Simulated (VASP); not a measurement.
# Sb2Au: single point with LDA

The system is Sb2Au.

```
CELL_PARAMETERS angstrom
0.00000 3.27158 3.27158
3.27158 0.00000 3.27158
3.27158 3.27158 0.00000
ATOMIC_POSITIONS crystal
Sb 0.25000 0.25000 0.25000
Sb 0.75000 0.75000 0.75000
Au 0.00000 0.00000 0.00000
```

```yaml
Program: VASP 6.6.1
Task: single point
Functional: LDA
Potentials_or_basis: VASP PAW LDA potentials, release 64 (Sb, Au)
Cutoff: 520 eV
k_mesh: 6 × 6 × 6
Occupations: fermi-dirac, width 0.1 eV
Spin: no spin polarisation
```

- Pressure: 9.3 GPa

Levels at points of the mesh, in eV from the Fermi level:
```tsv
k point	band 8	band 9	band 10	band 11	band 12	band 13
(0.00, 0.00, 0.00)	-0.36	-0.36	-0.36	0.41	0.41	0.41
(0.50, 0.00, 0.00)	-2.66	-2.66	-2.38	-1.67	0.14	0.14
(0.50, 0.50, 0.00)	-5.04	-5.04	-3.82	0.22	3.81	3.81
```

Run time: 7.4 s on 1 thread of Intel(R) Xeon(R) 6975P-C (Granite Rapids) (shared host), peak memory 0.18 GiB.

Caveat: spin-orbit coupling is left out, which moves the levels of the heavy elements.
